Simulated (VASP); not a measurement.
A run of VASP 6.6.1 is set up as follows.

The input INCAR:

```
ALGO = Fast
EDIFF = 1E-6
ENCUT = 520
GGA = PS
ISIF = 2
ISMEAR = 0
LASPH = T
LCHARG = T
LELF = T
LREAL = F
LVHAR = T
LWAVE = F
NBANDS = 61
NELM = 100
PREC = Accurate
SIGMA = 0.15
```

The input KPOINTS:

```
k-points
0
Gamma
  6 6 12
```

File POSCAR:

```
GePt2
1.0
    6.4902962625      0.0000000000      0.0000000000
   -3.2451481312      5.6207614414      0.0000000000
    0.0000000000      0.0000000000      3.4586783963
Ge Pt
3 6
Direct
    0.6666666667      0.3333333333      0.0000000000
    0.3333333333      0.6666666667      0.0000000000
    0.0000000000      0.0000000000      0.5000000000
    0.6229372130      0.0000000000      0.5000000000
    0.3770627870      0.3770627870      0.5000000000
    0.0000000000      0.6229372130      0.5000000000
    0.0000000000      0.2849128412      0.0000000000
    0.7150871588      0.7150871588      0.0000000000
    0.2849128412      0.0000000000      0.0000000000
```

Potentials or basis: VASP PAW PBE potentials, release 64 (Ge_d, Pt).

The run is started by

```bash
$ cat potpaw_PBE.64/Ge_d/POTCAR potpaw_PBE.64/Pt/POTCAR > POTCAR
$ mpirun -np 1 vasp_std > vasp.out
```

Task: What does it give for the band gap on the k mesh?

Result: Zero (bands 51 and 52 overlap by 1.27 eV).

Task: Estimate the largest force.

Result: 0.714 eV/Å.

Task: Estimate the pressure.

Result: 24.6 GPa.

Forces in eV/Å, atoms in the order of the input:
```
Ge   0.000  0.000  0.000
Ge   0.000  0.000  0.000
Ge   0.000  0.000  0.000
Pt  -0.373  0.000  0.000
Pt   0.187  0.323  0.000
Pt   0.187 -0.323  0.000
Pt   0.357 -0.618  0.000
Pt   0.357  0.618  0.000
Pt  -0.714  0.000  0.000
```

Caveat: the cell differs from its parent crystal (strain -0.040 along x and y, +0.000 along z); the stress differs along the axes, from 19 to 28 GPa; the PAW data sets were made with another functional, which shifts forces and pressure a little; spin-orbit coupling is left out, which moves the levels of the heavy elements.
